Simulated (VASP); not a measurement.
# SiS2 (Ibam) in VASP: further runs

Runs on SiS2. Level: r2SCAN. Tasks: relaxation of shape and atoms at fixed volume.

Program: VASP 6.6.1. These are calculated values, not measurements. Logs are shortened: lines on timing, memory, paths and dates and some standing lists are left out, and cuts for length are marked.

## 1. The cell of the first run

The structure is orthorhombic, space group Ibam (No. 72). The conventional cell has a = 6.972 Å, b = 8.744 Å, c = 5.505 Å, α = 90.00°, β = 90.00°, γ = 90.00°. Si (site symmetry 222) has 4 S at 2.11 Å and 2 Si at 2.75 Å within 2.8 Å. S (site symmetry m) has 2 Si at 2.11 Å within 2.8 Å.

## 2. Relaxation of shape and atoms at fixed volume, r2SCAN (27.97 Å³/atom)

Contents of POSCAR:

```
SiS2
1.0
   -3.4862471788      4.3718398643      2.7527218943
    3.4862471788     -4.3718398643      2.7527218943
    3.4862471788      4.3718398643     -2.7527218943
Si S
2 4
Direct
    0.7500000000      0.7500000000      0.0000000000
    0.2500000000      0.2500000000      0.0000000000
    0.8721862554      0.8368969163      0.7090831717
    0.1278137446      0.1631030837      0.2909168283
    0.3721862554      0.6631030837      0.0352893392
    0.6278137446      0.3368969163      0.9647106608
```

Contents of INCAR.step1:

```
SYSTEM = SiS2
PREC = Accurate
ENCUT = 550
ISMEAR = 0
SIGMA = 0.05
LREAL = .False.
LASPH = .True.
NELM = 120
GGA = PE
ALGO = Normal
EDIFF = 1E-5
LWAVE = .True.
LCHARG = .False.
GGA_COMPAT = .False.
IBRION = 2
ISIF = 3
EDIFFG = -0.005
NELMIN = 4
NSW = 100
```

Contents of INCAR.step2:

```
SYSTEM = SiS2
PREC = Accurate
ENCUT = 550
EDIFF = 1E-7
ISMEAR = 0
SIGMA = 0.05
LREAL = .False.
LASPH = .True.
NELM = 120
ALGO = Normal
ISIF = 4
LWAVE = .False.
LCHARG = .False.
METAGGA = R2SCAN
LMIXTAU = .True.
IBRION = 2
NSW = 60
EDIFFG = -0.04
ISTART = 1
GGA_COMPAT = .False.
NELMIN = 4
```

Contents of KPOINTS:

```
regular mesh
0
Gamma
  6 6 6
  0 0 0
```

Potentials or basis: VASP PAW PBE potentials, release 64 (Si, S).

Started as:

```sh
cat potpaw_PBE.64/Si/POTCAR potpaw_PBE.64/S/POTCAR > POTCAR
cp INCAR.step1 INCAR
mpirun -np 1 vasp_std > vasp.out
cp INCAR.step2 INCAR
mpirun -np 1 vasp_std > vasp.out
```

OUTCAR:

```text
SYSTEM = SiS2
   PREC = Accurate
   ENCUT = 550
   EDIFF = 1E-7
   ISMEAR = 0
   LREAL = .False.
   LASPH = .True.
   NELM = 120
   ISIF = 4
   METAGGA = R2SCAN
   IBRION = 2
   NSW = 60
   EDIFFG = -0.04
   ISTART = 1
   NELMIN = 4

 ion  position               nearest neighbor table
   1  0.750  0.750  0.000-   6 2.11   4 2.11   3 2.11   5 2.11   2 2.75   2 2.75
   2  0.250  0.250  0.000-   5 2.11   4 2.11   3 2.11   6 2.11   1 2.75   1 2.75
   3  0.872  0.837  0.709-   1 2.11   2 2.11
   4  0.128  0.163  0.291-   1 2.11   2 2.11
   5  0.372  0.663  0.035-   2 2.11   1 2.11
   6  0.628  0.337  0.965-   1 2.11   2 2.11

  LATTYP: Found a body centered orthorhombic cell.
 ALAT       =     5.5054437886
 B/A-ratio  =     1.2664727178
 C/A-ratio  =     1.5881879943

  Lattice vectors:

 A1 = (   3.4862471788,  -4.3718398643,   2.7527218943)
 A2 = (  -3.4862471788,  -4.3718398643,  -2.7527218943)
 A3 = (   3.4862471788,   4.3718398643,  -2.7527218943)

Analysis of symmetry for initial positions (statically):
=====================================================================
 Subroutine PRICEL returns:
 Original cell was already a primitive cell.

 Routine SETGRP: Setting up the symmetry group for a
 body centered orthorhombic supercell.

 Subroutine GETGRP returns: Found  8 space group operations
 (whereof  4 operations were pure point group operations)
 out of a pool of  8 trial point group operations.

The static configuration has the point symmetry C_2h.
 The point group associated with its full space group is D_2h.

Analysis of symmetry for dynamics (positions and initial velocities):
=====================================================================
 Subroutine PRICEL returns:
 Original cell was already a primitive cell.

 Routine SETGRP: Setting up the symmetry group for a
 body centered orthorhombic supercell.

 Subroutine GETGRP returns: Found  8 space group operations
 (whereof  4 operations were pure point group operations)
 out of a pool of  8 trial point group operations.

The dynamic configuration has the point symmetry C_2h.
 The point group associated with its full space group is D_2h.

 Subroutine INISYM returns: Found  8 space group operations
 (whereof  4 operations are pure point group operations),
 and found     1 'primitive' translations

----------------------------------------------------------------------------------------

                                     Primitive cell

  volume of cell :     167.8204

  direct lattice vectors                    reciprocal lattice vectors
    -3.486247179  4.371839864  2.752721894     0.000000000  0.114368324  0.181638400
     3.486247179 -4.371839864  2.752721894     0.143420697  0.000000000  0.181638400
     3.486247179  4.371839864 -2.752721894     0.143420697  0.114368324  0.000000000

  length of vectors
     6.232526054  6.232526054  6.232526054     0.214645340  0.231434666  0.183438300

  position of ions in fractional coordinates (direct lattice)
     0.750000000  0.750000000  0.000000000
     0.250000000  0.250000000  0.000000000
     0.872186255  0.836896916  0.709083172
     0.127813745  0.163103084  0.290916828
     0.372186255  0.663103084  0.035289339
     0.627813745  0.336896916  0.964710661

  ion indices of the primitive-cell ions
   primitive index   ion index
                 1           1
                 2           2
                 3           3
                 4           4
                 5           5
                 6           6

----------------------------------------------------------------------------------------

 KPOINTS: regular mesh

Automatic generation of k-mesh.
 Grid dimensions read from file:
 generate k-points for:    6    6    6

 Generating k-lattice:

  Cartesian coordinates                     Fractional coordinates (reciprocal lattice)
     0.000000000  0.019061387  0.030273067     0.166666667 -0.000000000  0.000000000
     0.023903449  0.000000000  0.030273067    -0.000000000  0.166666667  0.000000000
[... 47 lines left out ...]
   EMIN   =  10.00;   EMAX   =-10.00  energy-range for DOS
   EFERMI =   0.00;   METHOD = LEGACY
   ISMEAR =     0;   SIGMA  =   0.05  broadening in eV -4-tet -1-fermi 0-gaus
   EFERMI_NEDOS =   21; number of points for ismear=-14 and -15
   IALGO  =     38    algorithm
   IMIX   =      4    mixing-type and parameters
     AMIX     =   0.40;   BMIX     =  1.00
     AMIX_MAG =   1.60;   BMIX_MAG =  1.00
  volume/ion in A,a.u.               =      27.97       188.75
  Fermi-wavevector in a.u.,A,eV,Ry     =   0.942273  1.780637 12.080309  0.887878
  Thomas-Fermi vector in A             =   2.069866
   LORBIT       =      0    0 simple, 1 ext, 2 COOP (PROOUT), +10 PAW based schemes
   METAGGA = R2SCAN    functional components
   LHFCALC =     F    Hartree Fock is set to
   AEXX    =    0.0000 exact exchange contribution
   IVDW    =     0    specifies the selected vdW correction
   LEPSILON=     F    determine dielectric tensor
   LRPA    =     F    only Hartree local field effects (RPA)
 conjugate gradient relaxation of ions
 non-spin polarized calculation
 Gauss-broadening in eV      SIGMA  =   0.05
  energy-cutoff  :      550.00
  volume of cell :      167.82
 maximum number of plane-waves:      4946
   NGX = 23   NGY = 23   NGZ = 23

--------------------------------------- Ionic step        1  -------------------------------------------

 number of electron      32.0000000 magnetization

 Free energy of the ion-electron system (eV)
  ---------------------------------------------------
  ext. energy  EPLUGINS =         0.00000000
  ---------------------------------------------------
  free energy    TOTEN  =       -54.11501823 eV

  energy without entropy =      -54.11501823  energy(sigma->0) =      -54.11501823

------------------------ aborting loop because EDIFF is reached ----------------------------------------

  FORCE on cell =-STRESS in cart. coord.  units (eV):
  Direction    XX          YY          ZZ          XY          YZ          ZX
  --------------------------------------------------------------------------------------
  -------------------------------------------------------------------------------------
  Total        2.0881332      2.0254672      3.1676504      0.0000000      0.0000000      0.0000000
  in kB       19.9353574     19.3370872     30.2414829      0.0000000      0.0000000      0.0000000
  external PRESSURE =      23.1713092 kB  Pullay stress =       0.0000000 kB
[... 105 lines left out ...]
  energy  without entropy=      -54.1582535352  energy(sigma->0) =      -54.15825354

--------------------------------------- Ionic step        4  -------------------------------------------

 number of electron      32.0000001 magnetization

 Free energy of the ion-electron system (eV)
  ---------------------------------------------------
  ext. energy  EPLUGINS =         0.00000000
  ---------------------------------------------------
  free energy    TOTEN  =       -54.16027530 eV

  energy without entropy =      -54.16027530  energy(sigma->0) =      -54.16027530

 E-fermi :   1.0346     XC(G=0):  -7.9433

 val. band max:        0.7989392621   @ k =   0.5000   0.5000   0.5000
 cond. band min:       4.2198760107   @ k =   0.5000   0.5000   0.5000
 fundamental gap:      3.4209367485
 Fermi energy:         1.0346316917

 k-point     1 :       0.0000    0.0000    0.0000
  band No.  band energies     occupation
      1     -14.4293      2.00000
      2     -12.3103      2.00000
      3     -11.6340      2.00000
      4     -11.5387      2.00000
      5      -6.9415      2.00000
      6      -5.1524      2.00000
[... 12 lines left out ...]
     19       5.9796      0.00000
[... 513 lines left out ...]
      4     -11.6912      2.00000
      5      -5.4785      2.00000
      6      -5.4785      2.00000
[... 12 lines left out ...]
     19       5.9130      0.00000
     20       5.9130      0.00000

 [... further k-points ...]

------------------------ aborting loop because EDIFF is reached ----------------------------------------

  FORCE on cell =-STRESS in cart. coord.  units (eV):
  Direction    XX          YY          ZZ          XY          YZ          ZX
  --------------------------------------------------------------------------------------
  -------------------------------------------------------------------------------------
  Total       -0.0360826     -0.0282266      0.1569239      0.0000000      0.0000000      0.0000000
  in kB       -0.3444797     -0.2694785      1.4981484      0.0000000      0.0000000      0.0000000
  external PRESSURE =       0.2947301 kB  Pullay stress =       0.0000000 kB
[... 21 lines left out ...]
  FREE ENERGIE OF THE ION-ELECTRON SYSTEM (eV)
  ---------------------------------------------------
  free  energy   TOTEN  =       -54.1602753010 eV

  energy  without entropy=      -54.1602753010  energy(sigma->0) =      -54.16027530

 reached required accuracy - stopping structural energy minimisation
```

Wall time 75 min (1 thread of Intel Xeon Platinum 8488C (Sapphire Rapids), shared host); peak memory 0.45 GiB.

What came out:

```yaml
Free_energy: -54.1603 eV
Energy_gained_by_relaxing: 7.5 meV/atom
Ionic_steps: 4
Pressure_after_relaxing: 0.0 GPa
Largest_force_after_relaxing: 0.018 eV/Å
Band_gap_on_the_k_mesh: 3.42 eV
```

Forces on the atoms (eV/Å):
```
Si   0.000  0.000  0.000
Si   0.000  0.000  0.000
S   -0.006  0.016  0.000
S    0.006 -0.016  0.000
S    0.006  0.016  0.000
S   -0.006 -0.016  0.000
```

The path:
```
step  energy change (eV)  largest force (eV/Å)  pressure (GPa)  volume (Å³)
   1              0.0000                0.6671            2.32       167.82
   2             -0.0431                0.0691            0.01       167.82
   3             -0.0432                0.0373            0.12       167.82
   4             -0.0453                0.0175            0.03       167.82
```

Final structure:
```cif
data_structure
_symmetry_space_group_name_H-M 'P 1'
_symmetry_Int_Tables_number 1
_cell_length_a 6.2199
_cell_length_b 6.2199
_cell_length_c 6.2199
_cell_angle_alpha 112.187
_cell_angle_beta 91.253
_cell_angle_gamma 126.906
_cell_volume 167.82
loop_
_atom_site_label
_atom_site_type_symbol
_atom_site_fract_x
_atom_site_fract_y
_atom_site_fract_z
_atom_site_occupancy
Si1 Si 0.75000 0.75000 0.00000 1
Si2 Si 0.25000 0.25000 0.00000 1
S1 S 0.86988 0.83369 0.70356 1
S2 S 0.13012 0.16631 0.29644 1
S3 S 0.36988 0.66631 0.03619 1
S4 S 0.63012 0.33369 0.96381 1
```

Caveat: the PAW data sets were made with another functional, which shifts forces and pressure a little. r2SCAN opens gaps a little over a GGA but as a rule still falls short of measured ones.

## 3. Relaxation of shape and atoms at fixed volume, r2SCAN (30.65 Å³/atom)

This run uses another cell than the first one, of 30.65 Å³/atom.

Contents of POSCAR:

```
SiS2
1.0
   -3.6361940998      4.5540458883      2.7759784962
    3.6361940998     -4.5540458883      2.7759784962
    3.6361940998      4.5540458883     -2.7759784962
Si S
2 4
Direct
    0.7500000000      0.7500000000      0.0000000000
    0.2500000000      0.2500000000      0.0000000000
    0.8756878978      0.8421579677      0.7178458655
    0.1243121022      0.1578420323      0.2821541345
    0.3756878978      0.6578420323      0.0335299301
    0.6243121022      0.3421579677      0.9664700699
```

Contents of INCAR.step1:

```
SYSTEM = SiS2
  PREC = Accurate
  ENCUT = 550
  ISMEAR = 0
  SIGMA = 0.05
  LREAL = .False.
  LASPH = .True.
  NELM = 120
  GGA = PE
  ALGO = Normal
  EDIFF = 1E-5
  LWAVE = .True.
  LCHARG = .False.
  GGA_COMPAT = .False.
  IBRION = 2
  ISIF = 3
  EDIFFG = -0.005
  NELMIN = 4
  NSW = 100
```

Contents of INCAR.step2:

```
SYSTEM = SiS2
  PREC = Accurate
  ENCUT = 550
  EDIFF = 1E-7
  ISMEAR = 0
  SIGMA = 0.05
  LREAL = .False.
  LASPH = .True.
  NELM = 120
  ALGO = Normal
  ISIF = 4
  LWAVE = .False.
  LCHARG = .False.
  METAGGA = R2SCAN
  LMIXTAU = .True.
  IBRION = 2
  NSW = 60
  EDIFFG = -0.01
  ISTART = 1
  GGA_COMPAT = .False.
  NELMIN = 4
```

KPOINTS is that of step 2.

Potentials or basis: VASP PAW PBE potentials, release 64 (Si, S).

Started as:

```sh
cat potpaw_PBE.64/Si/POTCAR potpaw_PBE.64/S/POTCAR > POTCAR
cp INCAR.step1 INCAR
mpirun -np 1 vasp_std > vasp.out
cp INCAR.step2 INCAR
mpirun -np 1 vasp_std > vasp.out
```

It took 72 min on 1 thread of Intel Xeon 6975P-C (Granite Rapids), shared host; peak memory 0.48 GiB.

It converged, with:

```
Free energy               : -54.1457 eV
Energy gained by relaxing : 0.4 meV/atom
Ionic steps               : 4
Pressure after relaxing   : -0.3 GPa
Band gap on the k mesh    : 3.55 eV (least direct gap 3.64 eV)
```

Forces in eV/Å, atoms in the order of the input:
```
Si   0.000  0.000  0.000
Si   0.000  0.000  0.000
S    0.002  0.001  0.000
S   -0.002 -0.001  0.000
S   -0.002  0.001  0.000
S    0.002 -0.001  0.000
```

Step by step:
| step | energy change (eV) | largest force (eV/Å) | pressure (GPa) | volume (Å³) |
| --- | --- | --- | --- | --- |
| 1 | 0.0000 | 0.1387 | 0.21 | 183.87 |
| 2 | -0.0022 | 0.0061 | -0.23 | 183.87 |
| 3 | -0.0022 | 0.0113 | -0.25 | 183.87 |
| 4 | -0.0023 | 0.0026 | -0.26 | 183.87 |

Final structure:
```
Si S
1.0
    -3.63160    4.54733    2.78360
     3.63160   -4.54733    2.78360
     3.63160    4.54733   -2.78360
Si S
2 4
Cartesian
  3.6316 4.5473 1.3918
  3.6316 4.5473 -1.3918
  2.4805 3.4119 2.7836
  1.1511 1.1354 0.0000
  1.1511 -1.1354 2.7836
  2.4805 5.6827 0.0000
```

Levels at points of the mesh, in eV from the valence-band top:
```csv
k point,band 13,band 14,band 15,band 16,band 17,band 18,band 19,band 20
"(0.00, 0.00, 0.00)",-1.44,-1.04,-0.90,-0.19,4.61,4.63,5.09,5.59
"(0.50, 0.00, 0.00)",-1.05,-1.05,-0.73,-0.73,3.95,3.95,5.42,5.42
"(0.00, 0.50, 0.00)",-0.94,-0.94,-0.80,-0.80,3.94,3.94,5.36,5.36
"(0.50, 0.50, 0.00)",-1.86,-1.61,-0.94,-0.07,4.31,4.80,5.16,5.47
"(0.50, 0.50, 0.50)",-1.96,-1.92,-1.72,0.00,3.64,4.99,5.01,5.63
```

Caveat: the PAW data sets were made with another functional, which shifts forces and pressure a little. A k mesh can miss the band edges.

## 4. Relaxation of shape and atoms at fixed volume, r2SCAN (27.77 Å³/atom)

This run uses another cell than the first one, of 27.77 Å³/atom.

Contents of POSCAR:

```
SiS2
1.0
   -3.0386524170      4.9469185242      2.7711681603
    3.0386524170     -4.9469185242      2.7711681603
    3.0386524170      4.9469185242     -2.7711681603
Si S
2 4
Direct
    0.7500000000      0.7500000000      0.0000000000
    0.2500000000      0.2500000000      0.0000000000
    0.8855389370      0.8099949739      0.6955339110
    0.1144610630      0.1900050261      0.3044660890
    0.3855389370      0.6900050261      0.0755439631
    0.6144610630      0.3099949739      0.9244560369
```

Contents of INCAR.step1:

```
SYSTEM = SiS2
ALGO     = Normal         ! electronic algorithm
EDIFF    = 1E-5           ! SCF threshold, eV
EDIFFG   = -0.005         ! ionic threshold
ENCUT    = 550            ! plane-wave cutoff, eV
GGA      = PE             ! functional
GGA_COMPAT= .FALSE.      
IBRION   = 2              ! ionic algorithm
ISIF     = 3              ! what is computed and relaxed
ISMEAR   = 0              ! smearing method
LASPH    = .TRUE.         ! aspherical terms in the spheres
LCHARG   = .FALSE.        ! write CHGCAR
LREAL    = .FALSE.        ! projectors in reciprocal space
LWAVE    = .TRUE.         ! write WAVECAR
NELM     = 120            ! most SCF steps
NELMIN   = 4            
NSW      = 100            ! ionic steps
PREC     = Accurate       ! precision mode
SIGMA    = 0.05           ! smearing width, eV
```

Contents of INCAR.step2:

```
SYSTEM = SiS2
ALGO     = Normal         ! electronic algorithm
EDIFF    = 1E-7           ! SCF threshold, eV
EDIFFG   = -0.01          ! ionic threshold
ENCUT    = 550            ! plane-wave cutoff, eV
GGA_COMPAT= .FALSE.      
IBRION   = 2              ! ionic algorithm
ISIF     = 4              ! what is computed and relaxed
ISMEAR   = 0              ! smearing method
ISTART   = 1            
LASPH    = .TRUE.         ! aspherical terms in the spheres
LCHARG   = .FALSE.        ! write CHGCAR
LMIXTAU  = .TRUE.       
LREAL    = .FALSE.        ! projectors in reciprocal space
LWAVE    = .FALSE.        ! write WAVECAR
METAGGA  = R2SCAN         ! meta-GGA
NELM     = 120            ! most SCF steps
NELMIN   = 4            
NSW      = 60             ! ionic steps
PREC     = Accurate       ! precision mode
SIGMA    = 0.05           ! smearing width, eV
```

Contents of KPOINTS:

```
k-points
0
G
  6 6 6
  0 0 0
```

Started as:

```sh
cat potpaw_PBE.64/Si/POTCAR potpaw_PBE.64/S/POTCAR > POTCAR
cp INCAR.step1 INCAR
mpirun -np 1 vasp_std > vasp.out
cp INCAR.step2 INCAR
mpirun -np 1 vasp_std > vasp.out
```

It took 1.7 h on 1 thread of Oxide Virtual Turin-like, shared host; peak memory 0.43 GiB.

Results (log left out):

| Quantity | Value |
| --- | --- |
| Free energy | -54.1729 eV |
| Energy gained by relaxing | 0.1 meV/atom |
| Ionic steps | 4 |
| Pressure after relaxing | -0.2 GPa |
| Band gap on the k mesh | 3.46 eV (least direct gap 3.66 eV) |

Forces in eV/Å, atoms in the order of the input:
```
Si   0.000  0.000  0.000
Si   0.000  0.000  0.000
S    0.000  0.003  0.000
S    0.000 -0.003  0.000
S    0.000  0.003  0.000
S    0.000 -0.003  0.000
```

The path:
```tsv
step	energy change (eV)	largest force (eV/Å)	pressure (GPa)	volume (Å³)
1	0.0000	0.0757	0.08	166.62
2	-0.0007	0.0029	-0.19	166.62
3	-0.0007	0.0079	-0.21	166.62
4	-0.0007	0.0030	-0.21	166.62
```

Final structure:
```
Si S
1.0
    -3.03578    4.94317    2.77589
     3.03578   -4.94317    2.77589
     3.03578    4.94317   -2.77589
Si S
2 4
Direct
  0.75000 0.75000 0.00000
  0.25000 0.25000 0.00000
  0.88529 0.80953 0.69482
  0.11471 0.19047 0.30518
  0.38529 0.69047 0.07576
  0.61471 0.30953 0.92424
```

Levels at points of the mesh, in eV from the valence-band top:
| k point | band 14 | band 15 | band 16 | band 17 | band 18 | band 19 |
| --- | --- | --- | --- | --- | --- | --- |
| (0.00, 0.00, 0.00) | -0.96 | -0.83 | -0.28 | 4.28 | 4.61 | 4.71 |
| (0.50, 0.00, 0.00) | -1.10 | -0.71 | -0.71 | 3.92 | 3.92 | 5.48 |
| (0.00, 0.50, 0.00) | -0.86 | -0.75 | -0.75 | 3.90 | 3.90 | 5.28 |
| (0.50, 0.50, 0.00) | -1.45 | -1.04 | -0.01 | 4.47 | 5.12 | 5.35 |
| (0.50, 0.50, 0.50) | -1.90 | -1.46 | -0.08 | 3.58 | 4.68 | 4.96 |

Caveat: the PAW data sets were made with another functional, which shifts forces and pressure a little. r2SCAN opens gaps a little over a GGA but as a rule still falls short of measured ones.

## 5. Overview

| cell | gap on the mesh (eV) | pressure (GPa) | relaxed volume (Å³/atom) |
| --- | --- | --- | --- |
| relaxed from a = 6.233 Å, angles 112.0, 90.9, 127.6°, 6 atoms, atomic positions A | 3.42 | 0.0 | 27.97 |
| relaxed from a = 6.455 Å, angles 111.4, 90.3, 129.1°, 6 atoms, atomic positions B | 3.55 | -0.3 | 30.65 |
| relaxed from a = 6.433 Å, angles 123.6, 79.5, 129.0°, 6 atoms, atomic positions C | 3.46 | -0.2 | 27.77 |

Alike in all rows: task relaxation of shape and atoms at fixed volume; level r2SCAN; potentials or basis VASP PAW PBE potentials, release 64 (Si, S); no spin polarisation; k mesh 6 × 6 × 6; cutoff (eV) 550; smearing gaussian 0.05 eV.

Caveats: the PAW data sets were made with another functional, which shifts forces and pressure a little.

Total energies depend on the potentials used, so only differences within one code and one set of settings carry meaning.
